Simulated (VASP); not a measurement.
Wanted: the native input for a VASP 6.6.1 run.

- Task: relaxation of shape and atoms at fixed volume
- Functional: PBE
- Potentials or basis: VASP PAW PBE potentials, release 64 (Cd)
- Cutoff: 600 eV
- k mesh: 14 × 14 × 13
- Occupations: fermi-dirac, width 0.1 eV
- Spin: no spin polarisation
- Dipole correction: no
- Further INCAR settings: ALGO = Normal; EDIFF = 1e-06; IBRION = 2; EDIFFG = -0.005; NSW = 50; ISIF = 4

The structure of Cd lies in POSCAR:

```
Cd
1.0
    2.4444674432      0.0000000000      0.0000000000
   -1.2222337216      2.1169709045      0.0000000000
    0.0000000000      0.0000000000      2.5373249060
Cd
1
Direct
    0.0000000000      0.0000000000      0.0000000000
```

This isn't the form of Cd at room conditions, which is hcp.

These files were run (other wordings do the same):

INCAR

```
SYSTEM = Cd
PREC = Accurate
ENCUT = 600
EDIFF = 1E-6
ISMEAR = -1
SIGMA = 0.1
LREAL = .FALSE.
LASPH = .TRUE.
NELM = 100
ALGO = Normal
ISIF = 4
LWAVE = .FALSE.
LCHARG = .FALSE.
GGA = PE
IBRION = 2
NSW = 50
EDIFFG = -0.005
```

KPOINTS

```
Automatic mesh
0
G
  14 14 13
  0 0 0
```

Potentials or basis: VASP PAW PBE potentials, release 64 (Cd).

Run with:

```sh
$ cat potpaw_PBE.64/Cd/POTCAR > POTCAR
$ mpirun -np 1 vasp_std > vasp.out
```

Results of the run:

| Quantity | Value |
| --- | --- |
| Energy gained by relaxing | 71.5 meV/atom |
| Ionic steps | 7 |
| Pressure after relaxing | 143.8 GPa |
| Band gap on the k mesh | zero (bands 6 and 7 overlap by 6.27 eV) |

Wall time 64 s on 1 thread of AMD EPYC 7R43 64-Core Processor (Zen 3), with other jobs on the host, peak memory 0.11 GiB.
